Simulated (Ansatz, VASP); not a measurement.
# Two plane-wave programs on ZrCrC5

```xyz
7
Lattice="2.6744 0.0000 0.0000 -1.3372 2.3161 0.0000 0.0000 0.0000 11.1840" Properties=species:S:1:pos:R:3 pbc="T T T"
Zr    0.0000    1.5441   -0.3610
Cr    0.0000    0.0000    2.4550
C     0.0000    1.5441    8.4374
C     0.0000    0.0000    8.5172
C     0.0000    1.5441    4.4304
C     1.3372    0.7720    4.4345
C     1.3372    0.7720    1.3327
```

Alike in both runs: functional PBE; k mesh 6 × 6 × 2; occupations gaussian, width 0.2 eV; collinear spin.

Ansatz relaxed the structure, and its values are those at the end. VASP's run is a single point on that final structure, the one shown.

|  | VASP | Ansatz |
| --- | --- | --- |
| version | VASP 6.6.1 | Ansatz 0.2.0 |
| potentials or method | VASP PAW PBE potentials, release 64 (Zr_sv, Cr_pv, C), cutoff 520 eV | scalar-relativistic, plane waves, PAW |
| valence electrons in the cell | 44 | 46 |

Ansatz gave:

| Item | Value |
| --- | --- |
| gap on the k mesh at the Fermi level (eV) | none |
| pressure (GPa) | -0.1 |
| rms of the force components (eV/Å) | 0.015 |
| net moment per atom (μB) | 0.11 |
| size of the moment on the site where the two differ most (μB) | 0.53 |

Q: Estimate VASP's values.

A: gap on the k mesh at the Fermi level (eV): none; pressure (GPa): 0.2; rms of the force components (eV/Å): 0.021; net moment per atom (μB): 0.11; size of the moment on the site where the two differ most (μB): 0.65.

Site moments also hang on the region over which each program counts them. A gap of «none» marks a metal or a gap that the smearing closes. VASP's potentials hold 44 valence electrons a cell and Ansatz's 46, so a difference there can come from the potentials and not from the codes.

The k mesh is coarse, so the values compare programs but aren't converged.
